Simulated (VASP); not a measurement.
# BaF2 (Fm-3m) in VASP: a series of runs

Aim: see how the results for BaF2 move with the level of theory and the settings. Levels: PBE, LDA. Tasks: G0W0 quasiparticle levels.

Program: VASP 6.6.1. These are calculated values, not measurements. Logs are shortened: lines on timing, memory, paths and dates and some standing lists are left out, and cuts for length are marked.

**1. The cell of the first run**

The structure is cubic, space group Fm-3m (No. 225). Conventional cell: a = 6.194 Å, b = 6.194 Å, c = 6.194 Å, α = 90.00°, β = 90.00°, γ = 90.00°. Ba (site symmetry m-3m) has 8 F at 2.68 Å within 3.5 Å. F (site symmetry -43m) has 4 Ba at 2.68 Å and 6 F at 3.10 Å within 3.5 Å.

**2. G0W0 quasiparticle levels, PBE**

File POSCAR:

```
BaF2
1.0
    0.0000000000      3.0971612412      3.0971612412
    3.0971612412      0.0000000000      3.0971612412
    3.0971612412      3.0971612412      0.0000000000
Ba F
1 2
Direct
    0.0000000000      0.0000000000      0.0000000000
    0.2500000000      0.2500000000      0.2500000000
    0.7500000000      0.7500000000      0.7500000000
```

File INCAR.step1:

```
PREC = Accurate
ENCUT = 500
EDIFF = 1E-8
ISMEAR = 0
SIGMA = 0.01
LREAL = F
LASPH = T
NELM = 60
ALGO = Normal
LWAVE = T
LCHARG = F
GGA = PE
```

File INCAR.step2:

```
PREC = Accurate
ENCUT = 500
EDIFF = 1E-8
ISMEAR = 0
SIGMA = 0.01
LREAL = F
LASPH = T
NELM = 1
ALGO = Exact
LWAVE = T
LCHARG = F
GGA = PE
NBANDS = 235
LOPTICS = T
ISTART = 1
```

File INCAR.step3:

```
PREC = Accurate
ENCUT = 500
EDIFF = 1E-8
ISMEAR = 0
SIGMA = 0.01
LREAL = F
LASPH = T
ALGO = EVGW0
LWAVE = F
LCHARG = F
GGA = PE
NELMGW = 1
NBANDS = 235
ENCUTGW = 140.0
NOMEGA = 96
PRECFOCK = Fast
ISTART = 1
NBANDSGW = 20
OMEGAMAX = 20
```

File KPOINTS:

```
Automatic mesh
0
Gamma
  4 4 4
```

Potentials or basis: VASP PAW PBE potentials, release 64 (Ba_sv_GW, F_GW).

The run is started by

```
$ cat potpaw_PBE.64/Ba_sv_GW/POTCAR potpaw_PBE.64/F_GW/POTCAR > POTCAR
$ cp INCAR.step1 INCAR
$ mpirun -np 1 vasp_std > vasp.out
$ cp INCAR.step2 INCAR
$ mpirun -np 1 vasp_std > vasp.out
$ cp INCAR.step3 INCAR
$ mpirun -np 1 vasp_std > vasp.out
```

OUTCAR:

```text
PREC = Accurate
   ENCUT = 500
   EDIFF = 1E-8
   ISMEAR = 0
   LREAL = F
   LASPH = T
   GGA = PE
   NELMGW = 1
   ENCUTGW = 140.0
   PRECFOCK = Fast
   ISTART = 1

 ion  position               nearest neighbor table
   1  0.000  0.000  0.000-
   2  0.250  0.250  0.250-
   3  0.750  0.750  0.750-

  LATTYP: Found a face centered cubic cell.
 ALAT       =     6.1943224824

  Lattice vectors:

 A1 = (   0.0000000000,   3.0971612412,   3.0971612412)
 A2 = (   3.0971612412,   0.0000000000,   3.0971612412)
 A3 = (   3.0971612412,   3.0971612412,   0.0000000000)

Analysis of symmetry for initial positions (statically):
=====================================================================
 Subroutine PRICEL returns:
 Original cell was already a primitive cell.

 Routine SETGRP: Setting up the symmetry group for a
 face centered cubic supercell.

 Subroutine GETGRP returns: Found 48 space group operations
 (whereof 48 operations were pure point group operations)
 out of a pool of 48 trial point group operations.

The static configuration has the point symmetry O_h .

Analysis of symmetry for dynamics (positions and initial velocities):
=====================================================================
 Subroutine PRICEL returns:
 Original cell was already a primitive cell.

 Routine SETGRP: Setting up the symmetry group for a
 face centered cubic supercell.

 Subroutine GETGRP returns: Found 48 space group operations
 (whereof 48 operations were pure point group operations)
 out of a pool of 48 trial point group operations.

The dynamic configuration has the point symmetry O_h .

 Subroutine INISYM returns: Found 48 space group operations
 (whereof 48 operations are pure point group operations),
 and found     1 'primitive' translations

----------------------------------------------------------------------------------------

                                     Primitive cell

  volume of cell :      59.4185

  direct lattice vectors                    reciprocal lattice vectors
     0.000000000  3.097161241  3.097161241    -0.161438156  0.161438156  0.161438156
     3.097161241  0.000000000  3.097161241     0.161438156 -0.161438156  0.161438156
     3.097161241  3.097161241  0.000000000     0.161438156  0.161438156 -0.161438156

  length of vectors
     4.380047432  4.380047432  4.380047432     0.279619089  0.279619089  0.279619089

  position of ions in fractional coordinates (direct lattice)
     0.000000000  0.000000000  0.000000000
     0.250000000  0.250000000  0.250000000
     0.750000000  0.750000000  0.750000000

  ion indices of the primitive-cell ions
   primitive index   ion index
                 1           1
                 2           2
                 3           3

----------------------------------------------------------------------------------------

 KPOINTS: Automatic mesh

Automatic generation of k-mesh.
 Grid dimensions read from file:
 generate k-points for:    4    4    4

 Generating k-lattice:

  Cartesian coordinates                     Fractional coordinates (reciprocal lattice)
    -0.040359539  0.040359539  0.040359539     0.250000000  0.000000000  0.000000000
     0.040359539 -0.040359539  0.040359539     0.000000000  0.250000000  0.000000000
     0.040359539  0.040359539 -0.040359539     0.000000000  0.000000000  0.250000000

  Length of vectors
     0.069904772  0.069904772  0.069904772

  Shift w.r.t. Gamma in fractional coordinates (k-lattice)
     0.000000000  0.000000000  0.000000000

 Subroutine IBZKPT returns following result:
 ===========================================

 Found      8 irreducible k-points:

 Following reciprocal coordinates:
            Coordinates               Weight
  0.000000  0.000000  0.000000      1.000000
  0.250000  0.000000  0.000000      8.000000
  0.500000  0.000000  0.000000      4.000000
  0.250000  0.250000  0.000000      6.000000
  0.500000  0.250000  0.000000     24.000000
 -0.250000  0.250000  0.000000     12.000000
  0.500000  0.500000  0.000000      3.000000
 -0.250000  0.500000  0.250000      6.000000
   k-points           NKPTS =      8   k-points in BZ     NKDIM =     64   number of bands    NBANDS=    235
   number of dos      NEDOS =    301   number of ions     NIONS =      3
   total plane-waves  NPLWV =  32768
   dimension x,y,z NGX =    32 NGY =   32 NGZ =   32
   dimension x,y,z NGXF=    64 NGYF=   64 NGZF=   64
   ions per type =               1   2
   NGX,Y,Z   is equivalent  to a cutoff of  12.15, 12.15, 12.15 a.u.
   NGXF,Y,Z  is equivalent  to a cutoff of  24.29, 24.29, 24.29 a.u.
 SYSTEM =  unknown system
   PREC   = accura    normal or accurate (medium, high low for compatibility)
   ISTART =      1    job   : 0-new  1-cont  2-samecut
   ICHARG =      0    charge: 1-file 2-atom 10-const
   ISPIN  =      1    spin polarized calculation?
   LNONCOLLINEAR =      F non collinear calculations
   LSORBIT =      F    spin-orbit coupling
   LASPH  =      T    aspherical Exc in radial PAW
   ENCUT  =  500.0 eV  36.75 Ry    6.06 a.u.   7.99  7.99  7.99*2*pi/ulx,y,z
   NELM   =     60;   NELMIN=  2; NELMDL=  0     # of ELM steps
   EDIFF  = 0.1E-07   stopping-criterion for ELM
   LREAL  =      F    real-space projection
   EDIFFG = 0.1E-06   stopping-criterion for IOM
   NSW    =      0    number of steps for IOM
   IBRION =     -1    ionic relax: 0-MD 1-quasi-New 2-CG
   NFREE  =      0    steps in history (QN), initial steepest desc. (CG)
   ISIF   =      0    stress and relaxation
   ISYM   =      3    0-nonsym 1-usesym 2-fastsym
   POTIM  = 0.5000    time-step for ionic-motion
   TEBEG  =    0.0;   TEEND  =   0.0 temperature during run
   PSTRESS=    0.0 pullay stress
   NELECT =      24.0000    total number of electrons
   NUPDOWN=      -1.0000    fix difference up-down
   EMIN   =  10.00;   EMAX   =-10.00  energy-range for DOS
   EFERMI =   0.00;   METHOD = LEGACY
   ISMEAR =     0;   SIGMA  =   0.01  broadening in eV -4-tet -1-fermi 0-gaus
   EFERMI_NEDOS =   21; number of points for ismear=-14 and -15
   IALGO  =     38    algorithm
   IMIX   =      4    mixing-type and parameters
     AMIX     =   0.40;   BMIX     =  1.00
     AMIX_MAG =   1.60;   BMIX_MAG =  1.00
  volume/ion in A,a.u.               =      19.81       133.66
  Fermi-wavevector in a.u.,A,eV,Ry     =   1.210147  2.286846 19.925127  1.464456
  Thomas-Fermi vector in A             =   2.345703
   LORBIT       =      0    0 simple, 1 ext, 2 COOP (PROOUT), +10 PAW based schemes
   GGA     = PE    functional components
   LHFCALC =     T    Hartree Fock is set to
   PRECFOCK=fast      Normal, Fast or Accurate (Low or Medium for compatibility)
   ENCUT4O =  -1.0   cutoff for four orbital integrals eV
   NKREDX  =     1    reduce k-point grid by
   NKREDY  =     1    reduce k-point grid by
   NKREDZ  =     1    reduce k-point grid by
   AEXX    =    1.0000 exact exchange contribution
   HFSCREEN=    0.0000 screening length (either q_TF or 0.3 A-1)
   HFSCREENC=   0.0000 screening length for correlation (either q_TF or 0.3 A-1)
   ENCUTFOCK=  -1.0 apply spherical cutoff to Coloumb kernel
   IVDW    =     0    specifies the selected vdW correction
   LEPSILON=     F    determine dielectric tensor
   LRPA    =     F    only Hartree local field effects (RPA)
   LRPAFORCE           =     F    calculate RPA forces
   ENCUTGW             = 140.0    cutoff for response function in eV
   ENCUTGWSOFT         = 112.0    soft cutoff for Coulomb kernel in GW response function in eV
   ENCUTLF             =  -1.0    cutoff for local field effects
   NELMGW              =     1    number of iterations in solving QP/BSE equation
   NELMHF              =     1    number of iterations in the inner HF iteration
   NKREDLFX            =     1    NKREDLFY  =   1   NKREDLFZ  =   1
 non-spin polarized calculation
 Gauss-broadening in eV      SIGMA  =   0.01
  energy-cutoff  :      500.00
  volume of cell :       59.42
 maximum number of plane-waves:      1540
  NGX = 18; NGY = 18; NGZ = 18
   NGX = 15   NGY = 15   NGZ = 15
 maximum number of plane-waves:       229
 NGX is ok and might be reduce to    18

 QP shifts <psi_nk| G(iteration)W_0 |psi_nk>: iteration 1
 for sc-GW calculations column KS-energies equals QP-energies in previous step
 and V_xc(KS)=  KS-energies - (<T + V_ion + V_H > + <T+V_H+V_ion>^1  + <V_x>^1)

 k-point   1 :       0.0000    0.0000    0.0000
  band No.  KS-energies  QP-energies   sigma(KS)   V_xc(KS)     V^pw_x(r,r')   Z            occupation Imag(sigma)

      1     -23.0132     -24.4471     -17.7626     -15.4714     -25.2571       0.6258       2.0000       0.9991
      2     -18.9692     -22.3241     -27.9888     -23.2283     -37.2832       0.7047       2.0000       0.5172
      3     -18.9018     -22.0629     -27.1199     -22.6107     -36.1260       0.7010       2.0000       0.5436
      4      -7.8444     -10.2859     -17.0550     -14.0798     -19.3058       0.8206       2.0000       0.0414
      5      -7.8444     -10.2859     -17.0550     -14.0798     -19.3058       0.8206       2.0000       0.0414
      6      -7.8444     -10.2859     -17.0550     -14.0798     -19.3058       0.8206       2.0000       0.0414
[... 12 lines left out ...]
     19      12.5622      17.0552      -7.7705     -13.1578      -2.7620       0.8340       0.0000      -0.0721
     20      12.5622      17.0552      -7.7705     -13.1578      -2.7620       0.8340       0.0000      -0.0721

 k-point   2 :       0.2500    0.0000    0.0000
  band No.  KS-energies  QP-energies   sigma(KS)   V_xc(KS)     V^pw_x(r,r')   Z            occupation Imag(sigma)

      1     -22.9063     -24.3213     -17.6392     -15.3965     -25.0082       0.6309       2.0000       0.9938
      2     -19.0589     -22.3333     -27.5072     -22.8415     -36.7197       0.7018       2.0000       0.5339
      3     -18.9995     -22.2626     -27.5794     -22.9166     -36.7739       0.6998       2.0000       0.5316
      4      -7.9381     -10.3836     -17.1041     -14.1081     -19.4584       0.8162       2.0000       0.0506
      5      -7.9280     -10.3709     -17.0498     -14.0600     -19.3765       0.8171       2.0000       0.0498
      6      -7.9280     -10.3709     -17.0498     -14.0600     -19.3765       0.8171       2.0000       0.0498
[... 12 lines left out ...]
     19      12.0971      15.6559      -7.3749     -11.5858      -2.7247       0.8451       0.0000      -0.0611
     20      12.8664      18.0175      -7.7300     -13.9342      -2.3856       0.8303       0.0000      -0.0772

 k-point   3 :       0.5000    0.0000    0.0000
  band No.  KS-energies  QP-energies   sigma(KS)   V_xc(KS)     V^pw_x(r,r')   Z            occupation Imag(sigma)

      1     -22.7905     -24.1874     -17.4717     -15.2959     -24.6965       0.6420       2.0000       0.9838
      2     -19.2122     -22.4706     -27.5019     -22.7824     -36.8121       0.6904       2.0000       0.5344
      3     -19.0411     -22.3084     -27.6004     -22.9179     -36.8252       0.6978       2.0000       0.5322
      4      -8.0143     -10.4697     -17.1624     -14.1491     -19.5971       0.8149       2.0000       0.0578
      5      -8.0072     -10.4476     -17.0439     -14.0411     -19.4390       0.8127       2.0000       0.0588
      6      -8.0072     -10.4476     -17.0439     -14.0411     -19.4390       0.8127       2.0000       0.0588
[... 12 lines left out ...]
     19      12.5835      17.5555      -7.9639     -13.9268      -2.7269       0.8338       0.0000      -0.0696
     20      12.5835      17.5555      -7.9639     -13.9268      -2.7269       0.8338       0.0000      -0.0696
[... 73 lines left out ...]
 k-point   7 :       0.5000    0.5000    0.0000
  band No.  KS-energies  QP-energies   sigma(KS)   V_xc(KS)     V^pw_x(r,r')   Z            occupation Imag(sigma)

      1     -22.7116     -24.1308     -17.3437     -15.2167     -24.4643       0.6672       2.0000       0.9742
      2     -19.2864     -22.5208     -27.3626     -22.6572     -36.6816       0.6874       2.0000       0.5385
      3     -19.0941     -22.3977     -27.7909     -23.0405     -37.1038       0.6954       2.0000       0.5272
      4      -8.2454     -10.7107     -16.9748     -13.9325     -19.5557       0.8104       2.0000       0.0869
      5      -8.2454     -10.7107     -16.9748     -13.9325     -19.5557       0.8104       2.0000       0.0869
      6      -7.6841     -10.1353     -17.3168     -14.3615     -19.5047       0.8294       2.0000       0.0292
[... 12 lines left out ...]
     19      12.3696      16.7707      -7.7267     -12.9832      -2.7549       0.8373       0.0000      -0.0670
     20      12.3696      16.7707      -7.7267     -12.9832      -2.7549       0.8373       0.0000      -0.0670

 k-point   8 :      -0.2500    0.5000    0.2500
  band No.  KS-energies  QP-energies   sigma(KS)   V_xc(KS)     V^pw_x(r,r')   Z            occupation Imag(sigma)

      1     -22.7114     -24.1295     -17.3431     -15.2169     -24.4644       0.6670       2.0000       0.9739
      2     -19.1928     -22.4565     -27.5688     -22.8417     -36.8842       0.6904       2.0000       0.5341
      3     -19.1928     -22.4565     -27.5688     -22.8417     -36.8842       0.6904       2.0000       0.5341
      4      -8.2622     -10.7311     -16.9533     -13.9062     -19.5495       0.8103       2.0000       0.0889
      5      -7.9639     -10.4075     -17.1632     -14.1622     -19.5568       0.8143       2.0000       0.0545
      6      -7.9639     -10.4075     -17.1632     -14.1622     -19.5568       0.8143       2.0000       0.0545
[... 12 lines left out ...]
     19      12.4576      17.1066      -7.8274     -13.3815      -2.7373       0.8370       0.0000      -0.0673
     20      12.9257      17.9343      -7.8619     -13.9055      -2.5578       0.8287       0.0000      -0.0787
```

Wall time 10 min (1 thread of Intel Xeon 6975P-C (Granite Rapids), shared host); peak memory 0.72 GiB.

What came out:

* Quasiparticle gap: 9.49 eV
* Least direct quasiparticle gap: 9.61 eV
* Band gap of the starting levels on the mesh: 6.84 eV
* Least direct gap of the starting levels on the mesh: 6.94 eV

Caveat: the k points lie up to 0.44 Å⁻¹ apart; bands, screening cutoff and mesh are small and nothing is extrapolated, so the quasiparticle values aren't converged; spin-orbit coupling is left out, which moves the levels of the heavy elements.

(Continued in part 2 of 2.)
